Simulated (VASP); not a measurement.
# TiCo (Pm-3m) in VASP: a series of runs

TiCo is run at these levels: PBE; tasks: single point.

All numbers are computed with VASP 6.6.1; they aren't measurements. Logs are shortened: lines on timing, memory, paths and dates and some standing lists are left out, and cuts for length are marked.

### Step 1. The cell of the first run

It takes space group Pm-3m (No. 221, cubic). Conventional cell: a = 2.992 Å, b = 2.992 Å, c = 2.992 Å, α = 90.00°, β = 90.00°, γ = 90.00°. Ti (site symmetry m-3m) has 8 Co at 2.59 Å and 6 Ti at 2.99 Å within 3.4 Å. Within 3.4 Å of Co (site symmetry m-3m) lie 8 Ti at 2.59 Å and 6 Co at 2.99 Å.

### Step 2. Single point, PBE, collinear spin, ferromagnetic start

The input, INCAR:

```
  PREC = Accurate
  ENCUT = 520
  EDIFF = 1E-6
  ISMEAR = 0
  SIGMA = 0.1
  LREAL = False
  LASPH = True
  NELM = 150
  ALGO = Normal
  ISIF = 2
  LWAVE = False
  LCHARG = True
  ISPIN = 2
  MAGMOM = 0 1.09
  LORBIT = 11
  LMAXMIX = 4
  GGA = PE
  LELF = True
  LVHAR = True
  NBANDS = 22
```

The input, KPOINTS:

```
regular mesh
0
Gamma
  14 14 14
```

The input, POSCAR:

```
TiCo
1.0
    2.9918509045      0.0000000000      0.0000000000
    0.0000000000      2.9918509045      0.0000000000
    0.0000000000      0.0000000000      2.9918509045
Ti Co
1 1
Direct
    0.0000000000      0.0000000000      0.0000000000
    0.5000000000      0.5000000000      0.5000000000
```

Potentials or basis: VASP PAW PBE potentials, release 64 (Ti_sv, Co).

The run is started by

```
> cat potpaw_PBE.64/Ti_sv/POTCAR potpaw_PBE.64/Co/POTCAR > POTCAR
> mpirun -np 1 vasp_std > vasp.out
```

OUTCAR:

```text
PREC = Accurate
   ENCUT = 520
   EDIFF = 1E-6
   ISMEAR = 0
   LREAL = False
   LASPH = True
   NELM = 150
   ISIF = 2
   ISPIN = 2
   LORBIT = 11
   GGA = PE

 ion  position               nearest neighbor table
   1  0.000  0.000  0.000-   2 2.59   2 2.59   2 2.59   2 2.59   2 2.59   2 2.59   2 2.59   2 2.59

   2  0.500  0.500  0.500-   1 2.59   1 2.59   1 2.59   1 2.59   1 2.59   1 2.59   1 2.59   1 2.59

  LATTYP: Found a simple cubic cell.
 ALAT       =     2.9918509045

  Lattice vectors:

 A1 = (   2.9918509045,   0.0000000000,   0.0000000000)
 A2 = (   0.0000000000,   2.9918509045,   0.0000000000)
 A3 = (   0.0000000000,   0.0000000000,   2.9918509045)

Analysis of symmetry for initial positions (statically):
=====================================================================
 Subroutine PRICEL returns:
 Original cell was already a primitive cell.

 Routine SETGRP: Setting up the symmetry group for a
 simple cubic supercell.

 Subroutine GETGRP returns: Found 48 space group operations
 (whereof 48 operations were pure point group operations)
 out of a pool of 48 trial point group operations.

The static configuration has the point symmetry O_h .

Analysis of symmetry for dynamics (positions and initial velocities):
=====================================================================
 Subroutine PRICEL returns:
 Original cell was already a primitive cell.

 Routine SETGRP: Setting up the symmetry group for a
 simple cubic supercell.

 Subroutine GETGRP returns: Found 48 space group operations
 (whereof 48 operations were pure point group operations)
 out of a pool of 48 trial point group operations.

The dynamic configuration has the point symmetry O_h .

Analysis of structural, dynamic, and magnetic symmetry:
=====================================================================
 Subroutine PRICEL returns:
 Original cell was already a primitive cell.

 Routine SETGRP: Setting up the symmetry group for a
 simple cubic supercell.

 Subroutine GETGRP returns: Found 48 space group operations
 (whereof 48 operations were pure point group operations)
 out of a pool of 48 trial point group operations.

The overall configuration has the point symmetry O_h .

 Subroutine INISYM returns: Found 48 space group operations
 (whereof 48 operations are pure point group operations),
 and found     1 'primitive' translations

----------------------------------------------------------------------------------------

                                     Primitive cell

  volume of cell :      26.7806

  direct lattice vectors                    reciprocal lattice vectors
     2.991850905  0.000000000  0.000000000     0.334241255  0.000000000  0.000000000
     0.000000000  2.991850905  0.000000000     0.000000000  0.334241255  0.000000000
     0.000000000  0.000000000  2.991850905     0.000000000  0.000000000  0.334241255

  length of vectors
     2.991850905  2.991850905  2.991850905     0.334241255  0.334241255  0.334241255

  position of ions in fractional coordinates (direct lattice)
     0.000000000  0.000000000  0.000000000
     0.500000000  0.500000000  0.500000000

  ion indices of the primitive-cell ions
   primitive index   ion index
                 1           1
                 2           2

----------------------------------------------------------------------------------------

 KPOINTS: regular mesh

Automatic generation of k-mesh.
 Grid dimensions read from file:
 generate k-points for:   14   14   14

 Generating k-lattice:

  Cartesian coordinates                     Fractional coordinates (reciprocal lattice)
     0.023874375  0.000000000  0.000000000     0.071428571  0.000000000  0.000000000
     0.000000000  0.023874375  0.000000000     0.000000000  0.071428571  0.000000000
     0.000000000  0.000000000  0.023874375     0.000000000  0.000000000  0.071428571

  Length of vectors
     0.023874375  0.023874375  0.023874375

  Shift w.r.t. Gamma in fractional coordinates (k-lattice)
     0.000000000  0.000000000  0.000000000

 Subroutine IBZKPT returns following result:
 ===========================================

 Found    120 irreducible k-points:

 Following reciprocal coordinates:
            Coordinates               Weight
  0.000000  0.000000  0.000000      1.000000
  0.071429  0.000000  0.000000      6.000000
  0.142857  0.000000  0.000000      6.000000
  0.214286  0.000000  0.000000      6.000000
  0.285714  0.000000  0.000000      6.000000
  0.357143  0.000000  0.000000      6.000000
[... 16 lines left out ...]
  0.285714  0.214286  0.000000     24.000000
  0.357143  0.214286  0.000000     24.000000
 [... further k-points ...]
   k-points           NKPTS =    120   k-points in BZ     NKDIM =    120   number of bands    NBANDS=     22
   number of dos      NEDOS =    301   number of ions     NIONS =      2
   total plane-waves  NPLWV =  13824
   dimension x,y,z NGX =    24 NGY =   24 NGZ =   24
   dimension x,y,z NGXF=    48 NGYF=   48 NGZF=   48
   ions per type =               1   1
   NGX,Y,Z   is equivalent  to a cutoff of  13.34, 13.34, 13.34 a.u.
   NGXF,Y,Z  is equivalent  to a cutoff of  26.67, 26.67, 26.67 a.u.
 SYSTEM =  unknown system
   PREC   = accura    normal or accurate (medium, high low for compatibility)
   ISTART =      0    job   : 0-new  1-cont  2-samecut
   ICHARG =      2    charge: 1-file 2-atom 10-const
   ISPIN  =      2    spin polarized calculation?
   LNONCOLLINEAR =      F non collinear calculations
   LSORBIT =      F    spin-orbit coupling
   LASPH  =      T    aspherical Exc in radial PAW
   ENCUT  =  520.0 eV  38.22 Ry    6.18 a.u.   5.56  5.56  5.56*2*pi/ulx,y,z
   NELM   =    150;   NELMIN=  2; NELMDL= -5     # of ELM steps
   EDIFF  = 0.1E-05   stopping-criterion for ELM
   LREAL  =      F    real-space projection
   EDIFFG = 0.1E-04   stopping-criterion for IOM
   NSW    =      0    number of steps for IOM
   IBRION =     -1    ionic relax: 0-MD 1-quasi-New 2-CG
   NFREE  =      0    steps in history (QN), initial steepest desc. (CG)
   ISIF   =      2    stress and relaxation
   ISYM   =      2    0-nonsym 1-usesym 2-fastsym
   POTIM  = 0.5000    time-step for ionic-motion
   TEBEG  =    0.0;   TEEND  =   0.0 temperature during run
   PSTRESS=    0.0 pullay stress
   NELECT =      21.0000    total number of electrons
   NUPDOWN=      -1.0000    fix difference up-down
   EMIN   =  10.00;   EMAX   =-10.00  energy-range for DOS
   EFERMI =   0.00;   METHOD = LEGACY
   ISMEAR =     0;   SIGMA  =   0.10  broadening in eV -4-tet -1-fermi 0-gaus
   EFERMI_NEDOS =   21; number of points for ismear=-14 and -15
   IALGO  =     38    algorithm
   IMIX   =      4    mixing-type and parameters
     AMIX     =   0.40;   BMIX     =  1.00
     AMIX_MAG =   1.60;   BMIX_MAG =  1.00
  volume/ion in A,a.u.               =      13.39        90.36
  Fermi-wavevector in a.u.,A,eV,Ry     =   1.509644  2.852814 31.008032  2.279026
  Thomas-Fermi vector in A             =   2.619939
   LORBIT       =     11    0 simple, 1 ext, 2 COOP (PROOUT), +10 PAW based schemes
   GGA     = PE    functional components
   LHFCALC =     F    Hartree Fock is set to
   AEXX    =    0.0000 exact exchange contribution
   IVDW    =     0    specifies the selected vdW correction
   LEPSILON=     F    determine dielectric tensor
   LRPA    =     F    only Hartree local field effects (RPA)
 spin polarized calculation
 Gauss-broadening in eV      SIGMA  =   0.10
  energy-cutoff  :      520.00
  volume of cell :       26.78
 maximum number of plane-waves:       739
 NGX is ok and might be reduce to    24
   NGX = 11   NGY = 11   NGZ = 11

 number of electron      20.9999984 magnetization       0.8815726

 Free energy of the ion-electron system (eV)
  ---------------------------------------------------
  ext. energy  EPLUGINS =         0.00000000
  ---------------------------------------------------
  free energy    TOTEN  =       -15.67759009 eV

  energy without entropy =      -15.66782141  energy(sigma->0) =      -15.67270575

 E-fermi :   9.8434     XC(G=0): -12.5441

 val. band max:        9.8419615959   @ k =   0.3571   0.0714   0.0714
 cond. band min:       9.8438861403   @ k =   0.2857   0.0714   0.0714
 fundamental gap:      0.0019245444
 Fermi energy:         9.8433694111

 spin component 1

 k-point     1 :       0.0000    0.0000    0.0000
  band No.  band energies     occupation
      1     -47.2996      1.00000
      2     -23.3939      1.00000
      3     -23.3939      1.00000
      4     -23.3939      1.00000
      5       2.1927      1.00000
      6       5.6939      1.00000
[... 14 lines left out ...]
     21      29.0468      0.00000
     22      30.7523      0.00000

 k-point     2 :       0.0714    0.0000    0.0000
  band No.  band energies     occupation
      1     -47.2980      1.00000
      2     -23.4086      1.00000
      3     -23.3928      1.00000
      4     -23.3928      1.00000
      5       2.2934      1.00000
      6       5.7330      1.00000
[... 542 lines left out ...]
 k-point    24 :       0.3571    0.2143    0.0000
  band No.  band energies     occupation
      1     -47.2635      1.00000
      2     -23.6157      1.00000
      3     -23.4831      1.00000
      4     -23.3661      1.00000
      5       4.9101      1.00000
      6       6.2937      1.00000
[... 14 lines left out ...]
     21      27.8509      0.00000
     22      29.3180      0.00000

 [... further k-points ...]

 spin component 2

 k-point     1 :       0.0000    0.0000    0.0000
  band No.  band energies     occupation
      1     -47.3138      1.00000
      2     -23.4091      1.00000
      3     -23.4091      1.00000
      4     -23.4091      1.00000
      5       2.1835      1.00000
      6       6.3845      1.00000
[... 14 lines left out ...]
     21      29.2134      0.00000
     22      30.6332      0.00000

 k-point     2 :       0.0714    0.0000    0.0000
  band No.  band energies     occupation
      1     -47.3123      1.00000
      2     -23.4240      1.00000
      3     -23.4080      1.00000
      4     -23.4080      1.00000
      5       2.2844      1.00000
      6       6.4301      1.00000
[... 542 lines left out ...]
 k-point    24 :       0.3571    0.2143    0.0000
  band No.  band energies     occupation
      1     -47.2775      1.00000
      2     -23.6333      1.00000
      3     -23.4994      1.00000
      4     -23.3812      1.00000
      5       4.9781      1.00000
      6       6.8308      1.00000
[... 14 lines left out ...]
     21      27.7568      0.00000
     22      29.3822      0.00000

 [... further k-points ...]
[... 5 lines left out ...]
  --------------------------------------------------------------------------------------
  -------------------------------------------------------------------------------------
  Total       -0.2488316     -0.2488316     -0.2488316      0.0000000      0.0000000      0.0000000
  in kB      -14.8866243    -14.8866243    -14.8866243      0.0000000      0.0000000      0.0000000
  external PRESSURE =     -14.8866243 kB  Pullay stress =       0.0000000 kB

 VOLUME and BASIS-vectors are now :
 -----------------------------------------------------------------------------
  energy-cutoff  :      520.00
  volume of cell :       26.78
      direct lattice vectors                 reciprocal lattice vectors
     2.991850905  0.000000000  0.000000000     0.334241255  0.000000000  0.000000000
     0.000000000  2.991850905  0.000000000     0.000000000  0.334241255  0.000000000
     0.000000000  0.000000000  2.991850905     0.000000000  0.000000000  0.334241255

 POSITION                                       TOTAL-FORCE (eV/Angst)
 -----------------------------------------------------------------------------------
      0.00000      0.00000      0.00000         0.000000      0.000000      0.000000
      1.49593      1.49593      1.49593         0.000000      0.000000      0.000000
 -----------------------------------------------------------------------------------
    total drift:                                0.000000      0.000000     -0.000000

  FREE ENERGIE OF THE ION-ELECTRON SYSTEM (eV)
  ---------------------------------------------------
  free  energy   TOTEN  =       -15.6775900950 eV

  energy  without entropy=      -15.6678214066  energy(sigma->0) =      -15.67270575

 total charge

# of ion       s       p       d       tot
------------------------------------------
    1        2.246   6.178   1.854  10.278
    2        0.524   0.457   7.296   8.277
--------------------------------------------------
tot          2.770   6.635   9.150  18.555

 magnetization (x)

# of ion       s       p       d       tot
------------------------------------------
    1       -0.002  -0.013  -0.019  -0.034
    2        0.029  -0.005   0.944   0.968
--------------------------------------------------
tot          0.026  -0.018   0.925   0.933
```

Run time: 47 s. Hardware: 1 thread of Intel Xeon 6975P-C (Granite Rapids), shared host; peak memory 0.23 GiB.

What came out:

```yaml
Free_energy: -15.6776 eV
Pressure: -1.5 GPa
Net_moment: 0.88 μB per cell
Site_moments: Ti -0.03; Co +0.97 μB
Valence_electrons_inside_the_program's_atomic_spheres: Ti 10.28; Co 8.28
```

### Step 3. Single point, PBE, collinear spin, ferromagnetic start

This run uses another cell than the first one, of 9.88 Å³/atom, 0.738 times its volume.

The input, INCAR:

```
SYSTEM = TiCo
  PREC = Accurate
  ENCUT = 520
  EDIFF = 1E-7
  ISMEAR = 0
  SIGMA = 0.1
  LREAL = .FALSE.
  LASPH = .TRUE.
  NELM = 150
  ALGO = Normal
  ISIF = 2
  LWAVE = .FALSE.
  LCHARG = .TRUE.
  ISPIN = 2
  MAGMOM = 0 0.3
  LORBIT = 11
  LMAXMIX = 4
  GGA = PE
  LELF = .TRUE.
  LVHAR = .TRUE.
  NBANDS = 22
```

The input, KPOINTS:

```
regular mesh
0
G
  16 16 16
  0 0 0
```

The input, POSCAR:

```
TiCo
1.0
    2.7036832815      0.0000000000      0.0000000000
    0.0000000000      2.7036832815      0.0000000000
    0.0000000000      0.0000000000      2.7036832815
Ti Co
1 1
Direct
    0.0000000000      0.0000000000      0.0000000000
    0.5000000000      0.5000000000      0.5000000000
```

Potentials or basis: VASP PAW PBE potentials, release 64 (Ti_sv, Co).

The run is started by

```
> cat potpaw_PBE.64/Ti_sv/POTCAR potpaw_PBE.64/Co/POTCAR > POTCAR
> mpirun -np 1 vasp_std > vasp.out
```

Run time: 66 s. Hardware: 1 thread of Intel Xeon 6975P-C (Granite Rapids), shared host; peak memory 0.22 GiB.

The run converged. Its results:

* Free energy: -14.2404 eV
* Pressure: 88.6 GPa
* Net moment: 0.00 μB per cell
* Valence electrons inside the program's atomic spheres: Ti 10.87; Co 8.92

Levels at points of the mesh, in eV from the Fermi level:
Spin up:
| k point | band 8 | band 9 | band 10 | band 11 | band 12 | band 13 |
| --- | --- | --- | --- | --- | --- | --- |
| (0.00, 0.00, 0.00) | -2.21 | -2.21 | -2.21 | 0.97 | 0.97 | 3.85 |
| (0.50, 0.00, 0.00) | -2.25 | -2.25 | -1.58 | -1.58 | 0.54 | 0.67 |
| (0.50, 0.50, 0.00) | -3.66 | -0.88 | -0.16 | 1.39 | 1.39 | 1.62 |
| (0.50, 0.50, 0.50) | -3.15 | -3.15 | -3.15 | -0.83 | -0.83 | 4.44 |
Spin down:
```csv
k point,band 7,band 8,band 9,band 10,band 11,band 12,band 13,band 14
"(0.00, 0.00, 0.00)",-5.75,-2.21,-2.21,-2.21,0.97,0.97,3.85,3.85
"(0.50, 0.00, 0.00)",-3.71,-2.25,-2.25,-1.58,-1.58,0.54,0.67,0.67
"(0.50, 0.50, 0.00)",-3.66,-3.66,-0.88,-0.16,1.39,1.39,1.62,3.66
"(0.50, 0.50, 0.50)",-3.28,-3.15,-3.15,-3.15,-0.83,-0.83,4.44,4.44
```
